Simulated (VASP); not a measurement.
# Sc (Fm-3m) in VASP: single point with PBE

Aim: the single point of Sc with PBE.

Program: VASP 6.6.1. These are calculated values, not measurements. Logs are shortened: lines on timing, memory, paths and dates and some standing lists are left out, and cuts for length are marked.

## (1) The cell of the first run

Symmetry: Fm-3m, No. 225, cubic system. Conventional cell: a = 4.622 Å, b = 4.622 Å, c = 4.622 Å, α = 90.00°, β = 90.00°, γ = 90.00°. Sc (site symmetry m-3m) has 12 Sc at 3.27 Å within 4.3 Å.

This isn't the form of Sc at room conditions, which is hcp.

## (2) Single point, PBE

File INCAR:

```
SYSTEM = Sc
  ALGO = Normal
  EDIFF = 1E-6
  ENCUT = 500
  GGA = PE
  GGA_COMPAT = .FALSE.
  ISIF = 2
  ISMEAR = -1
  LASPH = .TRUE.
  LCHARG = .TRUE.
  LELF = .TRUE.
  LREAL = .FALSE.
  LVHAR = .TRUE.
  LWAVE = .FALSE.
  NBANDS = 30
  NELM = 120
  PREC = Accurate
  SIGMA = 0.1
```

File KPOINTS:

```
k-points
0
G
  2 2 2
  0 0 0
```

File POSCAR:

```
Sc
1.0
    4.6220618200      0.0000000000      0.0000000000
    0.0000000000      4.6220618200      0.0000000000
    0.0000000000      0.0000000000      4.6220618200
Sc
4
Direct
    0.5000000000      0.5000000000      0.0000000000
    0.0000000000      0.0000000000      0.0000000000
    0.5000000000      0.0000000000      0.5000000000
    0.0000000000      0.5000000000      0.5000000000
```

Potentials or basis: VASP PAW PBE potentials, release 64 (Sc_sv).

Run with:

```sh
$ cat potpaw_PBE.64/Sc_sv/POTCAR > POTCAR
$ mpirun -np 1 vasp_std > vasp.out
```

OUTCAR:

```text
SYSTEM = Sc
   EDIFF = 1E-6
   ENCUT = 500
   GGA = PE
   ISIF = 2
   ISMEAR = -1
   LASPH = .TRUE.
   LREAL = .FALSE.
   NELM = 120
   PREC = Accurate

 ion  position               nearest neighbor table
   1  0.500  0.500  0.000-   2 3.27   3 3.27   4 3.27   3 3.27   4 3.27   2 3.27   3 3.27   3 3.27
                             2 3.27   4 3.27   4 3.27   2 3.27
   2  0.000  0.000  0.000-   1 3.27   3 3.27   4 3.27   3 3.27   4 3.27   1 3.27   4 3.27   4 3.27
                             1 3.27   3 3.27   3 3.27   1 3.27
   3  0.500  0.000  0.500-   1 3.27   2 3.27   4 3.27   1 3.27   2 3.27   1 3.27   4 3.27   1 3.27
                             2 3.27   4 3.27   2 3.27   4 3.27
   4  0.000  0.500  0.500-   1 3.27   2 3.27   3 3.27   1 3.27   2 3.27   2 3.27   3 3.27   2 3.27
                             1 3.27   3 3.27   1 3.27   3 3.27

  LATTYP: Found a simple cubic cell.
 ALAT       =     4.6220618200

  Lattice vectors:

 A1 = (   4.6220618200,   0.0000000000,   0.0000000000)
 A2 = (   0.0000000000,   4.6220618200,   0.0000000000)
 A3 = (   0.0000000000,   0.0000000000,   4.6220618200)

Analysis of symmetry for initial positions (statically):
=====================================================================
 Subroutine PRICEL returns following result:

  LATTYP: Found a face centered cubic cell.
 ALAT       =     4.6220618200

  Lattice vectors:

 A1 = (   2.3110309100,  -2.3110309100,   0.0000000000)
 A2 = (   2.3110309100,   0.0000000000,   2.3110309100)
 A3 = (   0.0000000000,  -2.3110309100,   2.3110309100)

   4 primitive cells build up your supercell.

 Routine SETGRP: Setting up the symmetry group for a
 simple cubic supercell.

 Subroutine GETGRP returns: Found 48 space group operations
 (whereof 48 operations were pure point group operations)
 out of a pool of 48 trial point group operations.

The static configuration has the point symmetry O_h .

Analysis of symmetry for dynamics (positions and initial velocities):
=====================================================================
 Subroutine PRICEL returns following result:

  LATTYP: Found a face centered cubic cell.
 ALAT       =     4.6220618200

  Lattice vectors:

 A1 = (   2.3110309100,  -2.3110309100,   0.0000000000)
 A2 = (   2.3110309100,   0.0000000000,   2.3110309100)
 A3 = (   0.0000000000,  -2.3110309100,   2.3110309100)

   4 primitive cells build up your supercell.

 Routine SETGRP: Setting up the symmetry group for a
 simple cubic supercell.

 Subroutine GETGRP returns: Found 48 space group operations
 (whereof 48 operations were pure point group operations)
 out of a pool of 48 trial point group operations.

The dynamic configuration has the point symmetry O_h .

 Subroutine INISYM returns: Found 48 space group operations
 (whereof 48 operations are pure point group operations),
 and found     4 'primitive' translations

----------------------------------------------------------------------------------------

                                     Primitive cell

  volume of cell :      24.6858

  direct lattice vectors                    reciprocal lattice vectors
     2.311030910 -2.311030910  0.000000000     0.216353662 -0.216353662 -0.216353662
     2.311030910  0.000000000  2.311030910     0.216353662  0.216353662  0.216353662
     0.000000000 -2.311030910  2.311030910    -0.216353662 -0.216353662  0.216353662

  length of vectors
     3.268291256  3.268291256  3.268291256     0.374735535  0.374735535  0.374735535

  position of ions in fractional coordinates (direct lattice)
     1.000000000  0.000000000  0.000000000

  ion indices of the primitive-cell ions
   primitive index   ion index
                 1           1

----------------------------------------------------------------------------------------

 KPOINTS: k-points

Automatic generation of k-mesh.
 Grid dimensions read from file:
 generate k-points for:    2    2    2

 Generating k-lattice:

  Cartesian coordinates                     Fractional coordinates (reciprocal lattice)
     0.108176831  0.000000000  0.000000000     0.500000000  0.000000000  0.000000000
     0.000000000  0.108176831  0.000000000     0.000000000  0.500000000  0.000000000
     0.000000000  0.000000000  0.108176831     0.000000000  0.000000000  0.500000000

  Length of vectors
     0.108176831  0.108176831  0.108176831

  Shift w.r.t. Gamma in fractional coordinates (k-lattice)
     0.000000000  0.000000000  0.000000000

 Subroutine IBZKPT returns following result:
 ===========================================

 Found      4 irreducible k-points:

 Following reciprocal coordinates:
            Coordinates               Weight
  0.000000  0.000000  0.000000      1.000000
  0.500000  0.000000  0.000000      3.000000
  0.500000  0.500000  0.000000      3.000000
  0.500000  0.500000  0.500000      1.000000
   k-points           NKPTS =      4   k-points in BZ     NKDIM =      4   number of bands    NBANDS=     30
   number of dos      NEDOS =    301   number of ions     NIONS =      4
   total plane-waves  NPLWV =  46656
   dimension x,y,z NGX =    36 NGY =   36 NGZ =   36
   dimension x,y,z NGXF=    72 NGYF=   72 NGZF=   72
   ions per type =               4
   NGX,Y,Z   is equivalent  to a cutoff of  12.95, 12.95, 12.95 a.u.
   NGXF,Y,Z  is equivalent  to a cutoff of  25.90, 25.90, 25.90 a.u.
 SYSTEM =  Sc
   PREC   = accura    normal or accurate (medium, high low for compatibility)
   ISTART =      0    job   : 0-new  1-cont  2-samecut
   ICHARG =      2    charge: 1-file 2-atom 10-const
   ISPIN  =      1    spin polarized calculation?
   LNONCOLLINEAR =      F non collinear calculations
   LSORBIT =      F    spin-orbit coupling
   LASPH  =      T    aspherical Exc in radial PAW
   ENCUT  =  500.0 eV  36.75 Ry    6.06 a.u.   8.43  8.43  8.43*2*pi/ulx,y,z
   NELM   =    120;   NELMIN=  2; NELMDL= -5     # of ELM steps
   EDIFF  = 0.1E-05   stopping-criterion for ELM
   LREAL  =      F    real-space projection
   EDIFFG = 0.1E-04   stopping-criterion for IOM
   NSW    =      0    number of steps for IOM
   IBRION =     -1    ionic relax: 0-MD 1-quasi-New 2-CG
   NFREE  =      0    steps in history (QN), initial steepest desc. (CG)
   ISIF   =      2    stress and relaxation
   ISYM   =      2    0-nonsym 1-usesym 2-fastsym
   POTIM  = 0.5000    time-step for ionic-motion
   TEBEG  =    0.0;   TEEND  =   0.0 temperature during run
   PSTRESS=    0.0 pullay stress
   NELECT =      44.0000    total number of electrons
   NUPDOWN=      -1.0000    fix difference up-down
   EMIN   =  10.00;   EMAX   =-10.00  energy-range for DOS
   EFERMI =   0.00;   METHOD = LEGACY
   ISMEAR =    -1;   SIGMA  =   0.10  broadening in eV -4-tet -1-fermi 0-gaus
   EFERMI_NEDOS =   21; number of points for ismear=-14 and -15
   IALGO  =     38    algorithm
   IMIX   =      4    mixing-type and parameters
     AMIX     =   0.40;   BMIX     =  1.00
     AMIX_MAG =   1.60;   BMIX_MAG =  1.00
  volume/ion in A,a.u.               =      24.69       166.59
  Fermi-wavevector in a.u.,A,eV,Ry     =   1.250422  2.362955 21.273463  1.563555
  Thomas-Fermi vector in A             =   2.384417
   LORBIT       =      0    0 simple, 1 ext, 2 COOP (PROOUT), +10 PAW based schemes
   GGA     = PE    functional components
   LHFCALC =     F    Hartree Fock is set to
   AEXX    =    0.0000 exact exchange contribution
   IVDW    =     0    specifies the selected vdW correction
   LEPSILON=     F    determine dielectric tensor
   LRPA    =     F    only Hartree local field effects (RPA)
 non-spin polarized calculation
  energy-cutoff  :      500.00
  volume of cell :       98.74
 maximum number of plane-waves:      2517
 NGX is ok and might be reduce to    36
   NGX = 17   NGY = 17   NGZ = 17

 number of electron      43.9999986 magnetization

 Free energy of the ion-electron system (eV)
  ---------------------------------------------------
  ext. energy  EPLUGINS =         0.00000000
  ---------------------------------------------------
  free energy    TOTEN  =       -24.49263333 eV

  energy without entropy =      -23.95424514  energy(sigma->0) =      -24.22343924

 E-fermi :   3.9563     XC(G=0):  -9.8708

 val. band max:        3.9490812962   @ k =   0.5000   0.5000   0.5000
 cond. band min:       4.0684748651   @ k =   0.5000   0.0000   0.0000
 fundamental gap:      0.1193935689
 Fermi energy:         3.9562818738

 k-point     1 :       0.0000    0.0000    0.0000
  band No.  band energies     occupation
      1     -45.7025      2.00000
      2     -45.6246      2.00000
      3     -45.6246      2.00000
      4     -45.6246      2.00000
      5     -24.4867      2.00000
      6     -24.4867      2.00000
[... 22 lines left out ...]
     29       5.6424      0.00000
     30       6.6925      0.00000

 k-point     2 :       0.5000    0.0000    0.0000
  band No.  band energies     occupation
      1     -45.6635      2.00000
      2     -45.6635      2.00000
      3     -45.6244      2.00000
      4     -45.6244      2.00000
      5     -24.3740      2.00000
      6     -24.3740      2.00000
[... 22 lines left out ...]
     29       6.2172      0.00000
     30       6.2190      0.00000

 k-point     3 :       0.5000    0.5000    0.0000
  band No.  band energies     occupation
      1     -45.6439      2.00000
      2     -45.6439      2.00000
      3     -45.6439      2.00000
      4     -45.6439      2.00000
      5     -24.4006      2.00000
      6     -24.4006      2.00000
[... 22 lines left out ...]
     29       5.9663      0.00000
     30       5.9663      0.00000

 k-point     4 :       0.5000    0.5000    0.5000
  band No.  band energies     occupation
      1     -45.6437      2.00000
      2     -45.6437      2.00000
      3     -45.6437      2.00000
      4     -45.6437      2.00000
      5     -24.5118      2.00000
      6     -24.5118      2.00000
[... 22 lines left out ...]
     29       5.2074      0.00001
     30       5.2074      0.00001

------------------------ aborting loop because EDIFF is reached ----------------------------------------

  FORCE on cell =-STRESS in cart. coord.  units (eV):
  Direction    XX          YY          ZZ          XY          YZ          ZX
  --------------------------------------------------------------------------------------
  -------------------------------------------------------------------------------------
  Total        1.4977085      1.4977085      1.4977085      0.0000000      0.0000000      0.0000000
  in kB       24.3013621     24.3013621     24.3013621      0.0000000      0.0000000      0.0000000
  external PRESSURE =      24.3013621 kB  Pullay stress =       0.0000000 kB

 VOLUME and BASIS-vectors are now :
 -----------------------------------------------------------------------------
  energy-cutoff  :      500.00
  volume of cell :       98.74
      direct lattice vectors                 reciprocal lattice vectors
     4.622061820  0.000000000  0.000000000     0.216353662  0.000000000  0.000000000
     0.000000000  4.622061820  0.000000000     0.000000000  0.216353662  0.000000000
     0.000000000  0.000000000  4.622061820     0.000000000  0.000000000  0.216353662

 POSITION                                       TOTAL-FORCE (eV/Angst)
 -----------------------------------------------------------------------------------
      2.31103      2.31103      0.00000         0.000000     -0.000000     -0.000000
      0.00000      0.00000      0.00000        -0.000000     -0.000000      0.000000
      2.31103      0.00000      2.31103         0.000000      0.000000      0.000000
      0.00000      2.31103      2.31103        -0.000000      0.000000     -0.000000
 -----------------------------------------------------------------------------------
    total drift:                                0.000000      0.000000      0.000000

  FREE ENERGIE OF THE ION-ELECTRON SYSTEM (eV)
  ---------------------------------------------------
  free  energy   TOTEN  =       -24.4926333262 eV

  energy  without entropy=      -23.9542451450  energy(sigma->0) =      -24.22343924
```

Wall time 33 s (1 thread of Intel Xeon 8259CL, shared host); peak memory 0.19 GiB.

What came out:

| Item | Value |
| --- | --- |
| Free energy | -24.4926 eV |
| Pressure | 2.4 GPa |
| Band gap on the k mesh | zero (bands 22 and 23 overlap by 0.96 eV) |

Caveat: the k points lie up to 0.68 Å⁻¹ apart, too coarse for converged energies and pressures of a metal.

The gap in the log of VASP goes by the Fermi energy; the results here count the filled bands.